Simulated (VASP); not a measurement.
# B17P15 (a cell with a defect) in VASP: a series of runs

The runs below take B17P15 (a cell with a defect) through relaxation of the atoms, with PBE.

Everything below comes from runs of VASP 6.6.1. Logs are shortened: lines on timing, memory, paths and dates and some standing lists are left out, and cuts for length are marked.

## Step 1: The cell of the first run

The cell holds a defect, 32 atoms: a = 7.878 Å, b = 7.878 Å, c = 7.878 Å, α = 109.47°, β = 109.47°, γ = 109.47°.

## Step 2: Relaxation of the atoms, PBE

The input, INCAR:

```
PREC = Accurate
ENCUT = 520
EDIFF = 1E-7
ISMEAR = 0
SIGMA = 0.01
LREAL = Auto
LASPH = T
NELM = 100
ALGO = Normal
ISIF = 2
LWAVE = F
LCHARG = F
GGA = PE
IBRION = 2
NSW = 65
EDIFFG = -0.025
```

The input, KPOINTS:

```
Automatic mesh
0
Gamma
  2 2 2
  0.5 0.5 0.5
```

The input, POSCAR:

```
B17P15
1.0
   -4.5481927936      4.5481927936     -4.5481927936
    4.5481927936     -4.5481927936     -4.5481927936
   -4.5481927936     -4.5481927936      4.5481927936
B P
17 15
Direct
    0.0000000000      0.2500000000      0.7500000000
    0.7500000000      0.2500000000      1.0000000000
    0.5000000000      0.2500000000      0.2500000000
    0.2500000000      0.0000000000      0.7500000000
    0.2500000000      0.2500000000      0.5000000000
    1.0000000000      1.0000000000      1.0000000000
    0.7500000000      0.0000000000      0.2500000000
    0.5000000000      0.7500000000      0.7500000000
    0.5000000000      0.0000000000      0.5000000000
    0.2500000000      0.7500000000      1.0000000000
    0.0000000000      0.7500000000      0.2500000000
    0.7500000000      0.5000000000      0.7500000000
    0.7500000000      0.7500000000      0.5000000000
    0.5000000000      0.5000000000      1.0000000000
    0.2500000000      0.5000000000      0.2500000000
    0.0000000000      0.5000000000      0.5000000000
    0.0000000000      0.5000000000      0.7500000000
    0.7500000000      0.5000000000      0.0000000000
    0.5000000000      0.5000000000      0.2500000000
    0.2500000000      0.2500000000      0.7500000000
    0.2500000000      0.5000000000      0.5000000000
    0.0000000000      0.2500000000      0.0000000000
    0.7500000000      0.2500000000      0.2500000000
    0.5000000000      0.0000000000      0.7500000000
    0.5000000000      0.2500000000      0.5000000000
    0.2500000000      0.0000000000      0.0000000000
    0.0000000000      0.0000000000      0.2500000000
    0.7500000000      0.7500000000      0.7500000000
    0.7500000000      0.0000000000      0.5000000000
    0.5000000000      0.7500000000      0.0000000000
    0.2500000000      0.7500000000      0.2500000000
    0.0000000000      0.7500000000      0.5000000000
```

Potentials or basis: VASP PAW PBE potentials, release 64 (B, P).

Launch:

```console
$ cat potpaw_PBE.64/B/POTCAR potpaw_PBE.64/P/POTCAR > POTCAR
$ mpirun -np 1 vasp_std > vasp.out
```

OUTCAR:

```text
PREC = Accurate
   ENCUT = 520
   EDIFF = 1E-7
   ISMEAR = 0
   LREAL = Auto
   LASPH = T
   NELM = 100
   ISIF = 2
   GGA = PE
   IBRION = 2
   NSW = 65
   EDIFFG = -0.025

 ion  position               nearest neighbor table
   1  0.000  0.250  0.750-  17 1.97  20 1.97  22 1.97  29 1.97
   2  0.750  0.250  0.000-  18 1.97  22 1.97  23 1.97  24 1.97
   3  0.500  0.250  0.250-  19 1.97  23 1.97  25 1.97  26 1.97
   4  0.250  0.000  0.750-  20 1.97  24 1.97  26 1.97  32 1.97
   5  0.250  0.250  0.500-  20 1.97  21 1.97  25 1.97  27 1.97
   6  0.000  0.000  0.000-  22 1.97  26 1.97  27 1.97  28 1.97
[... 24 lines left out ...]
  31  0.250  0.750  0.250-   9 1.97  10 1.97  11 1.97  15 1.97
  32  0.000  0.750  0.500-   4 1.97  11 1.97  13 1.97  16 1.97

  LATTYP: Found a body centered cubic cell.
 ALAT       =     9.0963855872

  Lattice vectors:

 A1 = (  -4.5481927936,   4.5481927936,  -4.5481927936)
 A2 = (   4.5481927936,  -4.5481927936,  -4.5481927936)
 A3 = (  -4.5481927936,  -4.5481927936,   4.5481927936)

Analysis of symmetry for initial positions (statically):
=====================================================================
 Subroutine PRICEL returns:
 Original cell was already a primitive cell.

 Routine SETGRP: Setting up the symmetry group for a
 body centered cubic supercell.

 Subroutine GETGRP returns: Found 24 space group operations
 (whereof  2 operations were pure point group operations)
 out of a pool of 48 trial point group operations.

The static configuration has the point symmetry C_1h.
 The point group associated with its full space group is T_d .

Analysis of symmetry for dynamics (positions and initial velocities):
=====================================================================
 Subroutine PRICEL returns:
 Original cell was already a primitive cell.

 Routine SETGRP: Setting up the symmetry group for a
 body centered cubic supercell.

 Subroutine GETGRP returns: Found 24 space group operations
 (whereof  2 operations were pure point group operations)
 out of a pool of 48 trial point group operations.

The dynamic configuration has the point symmetry C_1h.
 The point group associated with its full space group is T_d .

 Subroutine INISYM returns: Found 24 space group operations
 (whereof  2 operations are pure point group operations),
 and found     1 'primitive' translations

----------------------------------------------------------------------------------------

                                     Primitive cell

  volume of cell :     376.3367

  direct lattice vectors                    reciprocal lattice vectors
    -4.548192794  4.548192794 -4.548192794    -0.109933774  0.000000000 -0.109933774
     4.548192794 -4.548192794 -4.548192794     0.000000000 -0.109933774 -0.109933774
    -4.548192794 -4.548192794  4.548192794    -0.109933774 -0.109933774  0.000000000

  length of vectors
     7.877701001  7.877701001  7.877701001     0.155469835  0.155469835  0.155469835

  position of ions in fractional coordinates (direct lattice)
     0.000000000  0.250000000  0.750000000
     0.750000000  0.250000000  0.000000000
     0.500000000  0.250000000  0.250000000
     0.250000000  0.000000000  0.750000000
     0.250000000  0.250000000  0.500000000
     0.000000000  0.000000000  0.000000000
[... 24 lines left out ...]
     0.250000000  0.750000000  0.250000000
     0.000000000  0.750000000  0.500000000

  ion indices of the primitive-cell ions
   primitive index   ion index
                 1           1
                 2           2
                 3           3
                 4           4
                 5           5
                 6           6
[... 24 lines left out ...]
                31          31
                32          32

----------------------------------------------------------------------------------------

 KPOINTS: Automatic mesh

Automatic generation of k-mesh.
 Grid dimensions read from file:
 generate k-points for:    2    2    2

 Generating k-lattice:

  Cartesian coordinates                     Fractional coordinates (reciprocal lattice)
    -0.054966887  0.000000000 -0.054966887     0.500000000  0.000000000  0.000000000
     0.000000000 -0.054966887 -0.054966887     0.000000000  0.500000000  0.000000000
    -0.054966887 -0.054966887  0.000000000     0.000000000  0.000000000  0.500000000

  Length of vectors
     0.077734917  0.077734917  0.077734917

  Shift w.r.t. Gamma in fractional coordinates (k-lattice)
     0.500000000  0.500000000  0.500000000

 Subroutine IBZKPT returns following result:
 ===========================================

 Found      2 irreducible k-points:

 Following reciprocal coordinates:
            Coordinates               Weight
  0.250000  0.250000  0.250000      2.000000
 -0.250000  0.250000  0.250000      6.000000
   k-points           NKPTS =      2   k-points in BZ     NKDIM =      2   number of bands    NBANDS=     80
[... 14 lines left out ...]
   LASPH  =      T    aspherical Exc in radial PAW
   ENCUT  =  520.0 eV  38.22 Ry    6.18 a.u.  14.65 14.65 14.65*2*pi/ulx,y,z
   NELM   =    100;   NELMIN=  2; NELMDL= -5     # of ELM steps
   EDIFF  = 0.1E-06   stopping-criterion for ELM
   LREAL  =      T    real-space projection
   EDIFFG = -.3E-01   stopping-criterion for IOM
   NSW    =     65    number of steps for IOM
   IBRION =      2    ionic relax: 0-MD 1-quasi-New 2-CG
   NFREE  =      1    steps in history (QN), initial steepest desc. (CG)
   ISIF   =      2    stress and relaxation
   ISYM   =      2    0-nonsym 1-usesym 2-fastsym
   POTIM  = 0.5000    time-step for ionic-motion
   TEBEG  =    0.0;   TEEND  =   0.0 temperature during run
   PSTRESS=    0.0 pullay stress
   NELECT =     126.0000    total number of electrons
   NUPDOWN=      -1.0000    fix difference up-down
   EMIN   =  10.00;   EMAX   =-10.00  energy-range for DOS
   EFERMI =   0.00;   METHOD = LEGACY
   ISMEAR =     0;   SIGMA  =   0.01  broadening in eV -4-tet -1-fermi 0-gaus
   EFERMI_NEDOS =   21; number of points for ismear=-14 and -15
   IALGO  =     38    algorithm
   IMIX   =      4    mixing-type and parameters
     AMIX     =   0.40;   BMIX     =  1.00
     AMIX_MAG =   1.60;   BMIX_MAG =  1.00
  volume/ion in A,a.u.               =      11.76        79.36
  Fermi-wavevector in a.u.,A,eV,Ry     =   1.136771  2.148185 17.582092  1.292247
  Thomas-Fermi vector in A             =   2.273476
   LORBIT       =      0    0 simple, 1 ext, 2 COOP (PROOUT), +10 PAW based schemes
   GGA     = PE    functional components
   LHFCALC =     F    Hartree Fock is set to
   AEXX    =    0.0000 exact exchange contribution
   IVDW    =     0    specifies the selected vdW correction
   LEPSILON=     F    determine dielectric tensor
   LRPA    =     F    only Hartree local field effects (RPA)
 conjugate gradient relaxation of ions
 non-spin polarized calculation
 Gauss-broadening in eV      SIGMA  =   0.01
  energy-cutoff  :      520.00
  volume of cell :      376.34
 maximum number of plane-waves:     10168
 NGX is ok and might be reduce to    60
   NGX = 29   NGY = 29   NGZ = 29

--------------------------------------- Ionic step        1  -------------------------------------------

 number of electron     126.0000011 magnetization

 Free energy of the ion-electron system (eV)
  ---------------------------------------------------
  ext. energy  EPLUGINS =         0.00000000
  ---------------------------------------------------
  free energy    TOTEN  =      -203.86367899 eV

  energy without entropy =     -203.85837885  energy(sigma->0) =     -203.86102892

------------------------ aborting loop because EDIFF is reached ----------------------------------------

  FORCE on cell =-STRESS in cart. coord.  units (eV):
  Direction    XX          YY          ZZ          XY          YZ          ZX
  --------------------------------------------------------------------------------------
  -------------------------------------------------------------------------------------
  Total       -5.8654381     -5.8654381     -5.8654381      0.0000000     -0.0000000      0.0000000
  in kB      -24.9709148    -24.9709148    -24.9709148      0.0000000     -0.0000000      0.0000000
  external PRESSURE =     -24.9709148 kB  Pullay stress =       0.0000000 kB
[... 381 lines left out ...]
  energy  without entropy=     -204.1327323814  energy(sigma->0) =     -204.13538245

--------------------------------------- Ionic step        7  -------------------------------------------

 number of electron     126.0000001 magnetization

 Free energy of the ion-electron system (eV)
  ---------------------------------------------------
  ext. energy  EPLUGINS =         0.00000000
  ---------------------------------------------------
  free energy    TOTEN  =      -204.13806170 eV

  energy without entropy =     -204.13276156  energy(sigma->0) =     -204.13541163

 E-fermi :   6.2868     XC(G=0): -10.8212

 val. band max:        6.2799379770   @ k =  -0.2500   0.2500   0.2500
 cond. band min:       6.5064029564   @ k =   0.2500   0.2500   0.2500
 fundamental gap:      0.2264649794
 Fermi energy:         6.2867786545

 k-point     1 :       0.2500    0.2500    0.2500
  band No.  band energies     occupation
      1      -7.2334      2.00000
      2      -7.2334      2.00000
      3      -7.2334      2.00000
      4      -6.8903      2.00000
      5      -4.7042      2.00000
      6      -4.7042      2.00000
[... 67 lines left out ...]
     74       9.8489      0.00000
     75       9.8489      0.00000

 k-point     2 :      -0.2500    0.2500    0.2500
  band No.  band energies     occupation
      1      -7.8799      2.00000
      2      -6.5309      2.00000
      3      -6.4980      2.00000
      4      -6.4980      2.00000
      5      -6.2541      2.00000
      6      -5.3142      2.00000
[... 67 lines left out ...]
     74      10.6256      0.00000
     75      10.6705      0.00000
 [bands above 75 left out]

------------------------ aborting loop because EDIFF is reached ----------------------------------------

  FORCE on cell =-STRESS in cart. coord.  units (eV):
  Direction    XX          YY          ZZ          XY          YZ          ZX
  --------------------------------------------------------------------------------------
  -------------------------------------------------------------------------------------
  Total       -6.9176798     -6.9176798     -6.9176798      0.0000000     -0.0000000      0.0000000
  in kB      -29.4506204    -29.4506204    -29.4506204      0.0000000     -0.0000000      0.0000000
  external PRESSURE =     -29.4506204 kB  Pullay stress =       0.0000000 kB
[... 47 lines left out ...]
  FREE ENERGIE OF THE ION-ELECTRON SYSTEM (eV)
  ---------------------------------------------------
  free  energy   TOTEN  =      -204.1380617009 eV

  energy  without entropy=     -204.1327615620  energy(sigma->0) =     -204.13541163

 reached required accuracy - stopping structural energy minimisation
```

It took 8.9 min on 1 thread of Intel Xeon Platinum 8375C at 2.90GHz (Ice Lake), shared host; peak memory 0.53 GiB.

Results:

```
Free energy                  : -204.1381 eV
Energy gained by relaxing    : 8.6 meV/atom
Ionic steps                  : 7
Pressure after relaxing      : -2.9 GPa
Largest force after relaxing : 0.023 eV/Å
Band gap on the k mesh       : zero (bands 63 and 64 overlap by 0.23 eV)
```

Forces on the atoms (eV/Å):
```
B   -0.005  0.005  0.005
B   -0.004 -0.004  0.023
B    0.023  0.004  0.004
B    0.004 -0.004 -0.023
B   -0.004  0.023 -0.004
B    0.004 -0.023 -0.004
B    0.004  0.023  0.004
B   -0.004  0.004 -0.023
B    0.004  0.004  0.023
B   -0.005 -0.005 -0.005
B   -0.004 -0.023  0.004
B    0.005 -0.005  0.005
B    0.023 -0.004 -0.004
B   -0.023  0.004 -0.004
B   -0.023 -0.004  0.004
B    0.005  0.005 -0.005
B    0.000  0.000  0.000
P   -0.007  0.005 -0.005
P    0.000  0.000  0.000
P    0.005 -0.005 -0.007
P   -0.007 -0.005  0.005
P    0.005 -0.007 -0.005
P   -0.005 -0.005  0.007
P    0.000  0.000  0.000
P   -0.005  0.007 -0.005
P    0.007  0.005  0.005
P    0.000  0.000  0.000
P   -0.005  0.005 -0.007
P    0.007 -0.005 -0.005
P    0.005  0.007  0.005
P    0.005  0.005  0.007
P   -0.005 -0.007  0.005
```

Step by step:
| step | energy change (eV) | largest force (eV/Å) | pressure (GPa) |
| --- | --- | --- | --- |
| 1 | 0.0000 | 0.9810 | -2.50 |
| 2 | -0.1819 | 0.5905 | -2.74 |
| 3 | -0.2239 | 0.3221 | -2.81 |
| 4 | -0.2691 | 0.1172 | -2.99 |
| 5 | -0.2722 | 0.0720 | -2.96 |
| 6 | -0.2744 | 0.0293 | -2.95 |
| 7 | -0.2744 | 0.0234 | -2.95 |

Final structure:
```
B P
1.0
    -4.54819    4.54819   -4.54819
     4.54819   -4.54819   -4.54819
    -4.54819   -4.54819    4.54819
B P
17 15
Direct
  0.00000 0.26399 0.75000
  0.75089 0.25089 0.00083
  0.50006 0.24917 0.25006
  0.24911 0.99994 0.75000
  0.25083 0.25089 0.50089
  0.00000 0.99994 0.99911
  0.74917 0.00006 0.25006
  0.49994 0.74911 0.75000
  0.50006 0.00006 0.49917
  0.23601 0.73601 0.98601
  0.00000 0.74911 0.24994
  0.76399 0.50000 0.75000
  0.75089 0.75083 0.50089
  0.49994 0.50000 0.99911
  0.24911 0.50000 0.24994
  0.00000 0.50000 0.51399
  0.00000 0.50000 0.75000
  0.75247 0.50000 0.99829
  0.50000 0.50000 0.25000
  0.24829 0.25247 0.75000
  0.24829 0.50000 0.50247
  0.00000 0.25247 0.99829
  0.75171 0.25171 0.25418
  0.50000 0.00000 0.75000
  0.50418 0.25171 0.50171
  0.24753 0.99582 0.99753
  0.00000 0.00000 0.25000
  0.75247 0.74829 0.75000
  0.75171 0.00418 0.50171
  0.49582 0.74753 0.99753
  0.24753 0.74753 0.24582
  0.00000 0.74829 0.50247
```

Caveat: the k points lie up to 0.49 Å⁻¹ apart.

## Step 3: Relaxation of the atoms, PBE

The input, INCAR:

```
ALGO = Normal
EDIFF = 1E-6
EDIFFG = -0.025
ENCUT = 520
GGA = PE
IBRION = 2
ISIF = 2
ISMEAR = 0
LASPH = True
LCHARG = False
LREAL = Auto
LWAVE = False
NELECT = 128.0
NELM = 60
NSW = 65
PREC = Accurate
SIGMA = 0.01
```

KPOINTS is that of step 2.

The input, POSCAR:

```
B17P15
1.0
   -4.5481927936      4.5481927936     -4.5481927936
    4.5481927936     -4.5481927936     -4.5481927936
   -4.5481927936     -4.5481927936      4.5481927936
B P
17 15
Direct
    0.0000000000      0.2663925725      0.7500000000
    0.7508973805      0.2508973805      1.0014896737
    0.4994077069      0.2485103263      0.2494077069
    0.2491026195      0.0005922931      0.7500000000
    0.2514896737      0.2508973805      0.5008973805
    1.0000000000      1.0005922931      0.9991026195
    0.7485103263     -0.0005922931      0.2494077069
    0.5005922931      0.7491026195      0.7500000000
    0.4994077069     -0.0005922931      0.4985103263
    0.2336074275      0.7336074275      0.9836074275
    0.0000000000      0.7491026195      0.2505922931
    0.7663925725      0.5000000000      0.7500000000
    0.7508973805      0.7514896737      0.5008973805
    0.5005922931      0.5000000000      0.9991026195
    0.2491026195      0.5000000000      0.2505922931
    0.0000000000      0.5000000000      0.5163925725
    0.0000000000      0.5000000000      0.7500000000
    0.7521836237      0.5000000000     -0.0028584304
    0.5000000000      0.5000000000      0.2500000000
    0.2471415696      0.2521836237      0.7500000000
    0.2471415696      0.5000000000      0.5021836237
    0.0000000000      0.2521836237     -0.0028584304
    0.7528584304      0.2528584304      0.2550420541
    0.5000000000      0.0000000000      0.7500000000
    0.5050420541      0.2528584304      0.5028584304
    0.2478163763     -0.0050420541     -0.0021836237
    0.0000000000      0.0000000000      0.2500000000
    0.7521836237      0.7471415696      0.7500000000
    0.7528584304      0.0050420541      0.5028584304
    0.4949579459      0.7478163763     -0.0021836237
    0.2478163763      0.7478163763      0.2449579459
    0.0000000000      0.7471415696      0.5021836237
```

Potentials or basis: VASP PAW PBE potentials, release 64 (B, P).

Launch:

```console
$ cat potpaw_PBE.64/B/POTCAR potpaw_PBE.64/P/POTCAR > POTCAR
$ mpirun -np 1 vasp_std > vasp.out
```

Wall time 7.8 min (1 thread of Oxide Virtual Turin-like, shared host); peak memory 0.5 GiB.

Results (log left out):

```
Free energy                  : -191.0244 eV
Energy gained by relaxing    : 0.8 meV/atom
Ionic steps                  : 5
Largest force after relaxing : 0.019 eV/Å
```

Forces in eV/Å, atoms in the order of the input:
```
B   -0.004  0.004  0.004
B   -0.011 -0.011 -0.010
B   -0.010  0.011  0.011
B    0.011 -0.011  0.010
B   -0.011 -0.010 -0.011
B    0.011  0.010 -0.011
B    0.011 -0.010  0.011
B   -0.011  0.011  0.010
B    0.011  0.011 -0.010
B   -0.004 -0.004 -0.004
B   -0.011  0.010  0.011
B    0.004 -0.004  0.004
B   -0.010 -0.011 -0.011
B    0.010  0.011 -0.011
B    0.010 -0.011  0.011
B    0.004  0.004 -0.004
B    0.000  0.000  0.000
P    0.002  0.004 -0.004
P    0.000  0.000  0.000
P    0.004 -0.004  0.002
P    0.002 -0.004  0.004
P    0.004  0.002 -0.004
P   -0.004 -0.004 -0.002
P    0.000  0.000  0.000
P   -0.004 -0.002 -0.004
P   -0.002  0.004  0.004
P    0.000  0.000  0.000
P   -0.004  0.004  0.002
P   -0.002 -0.004 -0.004
P    0.004 -0.002  0.004
P    0.004  0.004 -0.002
P   -0.004  0.002  0.004
```

The path:
```csv
step,energy change (eV),largest force (eV/Å),pressure (GPa)
1,0.0000,0.2952,5.97
2,-0.0201,0.1175,5.93
3,-0.0219,0.1122,5.94
4,-0.0258,0.0278,5.94
5,-0.0262,0.0186,5.94
```

Final structure:
```cif
data_structure
_symmetry_space_group_name_H-M 'P 1'
_symmetry_Int_Tables_number 1
_cell_length_a 7.8777
_cell_length_b 7.8777
_cell_length_c 7.8777
_cell_angle_alpha 109.471
_cell_angle_beta 109.471
_cell_angle_gamma 109.471
_cell_volume 376.34
loop_
_atom_site_label
_atom_site_type_symbol
_atom_site_fract_x
_atom_site_fract_y
_atom_site_fract_z
_atom_site_occupancy
B1 B 0.00000 0.26897 0.75000 1
B2 B 0.75086 0.25086 0.00172 1
B3 B 0.49914 0.24828 0.24914 1
B4 B 0.24914 0.00086 0.75000 1
B5 B 0.25172 0.25086 0.50086 1
B6 B 0.00000 0.00086 0.99914 1
B7 B 0.74828 0.99914 0.24914 1
B8 B 0.50086 0.74914 0.75000 1
B9 B 0.49914 0.99914 0.49828 1
B10 B 0.23103 0.73103 0.98103 1
B11 B 0.00000 0.74914 0.25086 1
B12 B 0.76897 0.50000 0.75000 1
B13 B 0.75086 0.75172 0.50086 1
B14 B 0.50086 0.50000 0.99914 1
B15 B 0.24914 0.50000 0.25086 1
B16 B 0.00000 0.50000 0.51897 1
B17 B 0.00000 0.50000 0.75000 1
P1 P 0.75148 0.50000 0.99586 1
P2 P 0.50000 0.50000 0.25000 1
P3 P 0.24586 0.25148 0.75000 1
P4 P 0.24586 0.50000 0.50148 1
P5 P 0.00000 0.25148 0.99586 1
P6 P 0.75414 0.25414 0.25562 1
P7 P 0.50000 0.00000 0.75000 1
P8 P 0.50562 0.25414 0.50414 1
P9 P 0.24852 0.99438 0.99852 1
P10 P 0.00000 0.00000 0.25000 1
P11 P 0.75148 0.74586 0.75000 1
P12 P 0.75414 0.00562 0.50414 1
P13 P 0.49438 0.74852 0.99852 1
P14 P 0.24852 0.74852 0.24438 1
P15 P 0.00000 0.74586 0.50148 1
```

Levels at points of the mesh, in eV from the Fermi level:
| k point | band 61 | band 62 | band 63 | band 64 | band 65 | band 66 | band 67 | band 68 |
| --- | --- | --- | --- | --- | --- | --- | --- | --- |
| (0.25, 0.25, 0.25) | -0.86 | -0.07 | -0.07 | -0.07 | 2.70 | 2.70 | 2.70 | 2.71 |

Caveat: the cell carries a net charge on a neutralising background, which shifts energy and pressure; the cell is charged against a uniform background, so pressure and absolute levels hang on convention.
